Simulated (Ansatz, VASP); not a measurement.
**MgBeS3: VASP beside Ansatz**

```
Mg Be S
1.0
     3.76077    0.00000    0.00000
    -1.88039    3.25692    0.00000
     0.00000    0.00000   14.92525
Mg Be S
2 2 6
Direct
  0.33333 0.66667 0.84370
  0.66667 0.33333 0.15630
  0.33333 0.66667 0.37844
  0.66667 0.33333 0.62156
  0.00000 0.00000 0.06977
  0.00000 0.00000 0.93023
  0.33333 0.66667 0.24884
  0.66667 0.33333 0.75116
  0.00000 0.00000 0.42592
  0.00000 0.00000 0.57408
```

Alike in both runs: functional PBE; k mesh 12 × 12 × 4; occupations gaussian, width 0.01 eV; no spin polarisation.

Ansatz relaxed the structure, and its values are those at the end. VASP's run is a single point on that final structure, the one shown.

|  | VASP | Ansatz |
| --- | --- | --- |
| version | VASP 6.6.1 | Ansatz 0.2.0 |
| potentials or method | VASP PAW PBE potentials, release 64 (Mg, Be, S), cutoff 520 eV | scalar-relativistic, plane waves, PAW |
| valence electrons in the cell | 44 | 60 |

|  | VASP | Ansatz | Ansatz less VASP |
| --- | --- | --- | --- |
| gap on the k mesh at the Fermi level (eV) | 0.15 | 0.14 | -0.012 |
| least direct gap on the mesh (eV) | 0.18 | 0.17 | -0.012 |
| pressure (GPa) | -0.2 | 0.0 | +0.22 |
| rms of the force components (eV/Å) | 0.030 | 0.001 | -0.0294 |

VASP's potentials hold 44 valence electrons a cell and Ansatz's 60, so a difference there can come from the potentials and not from the codes.
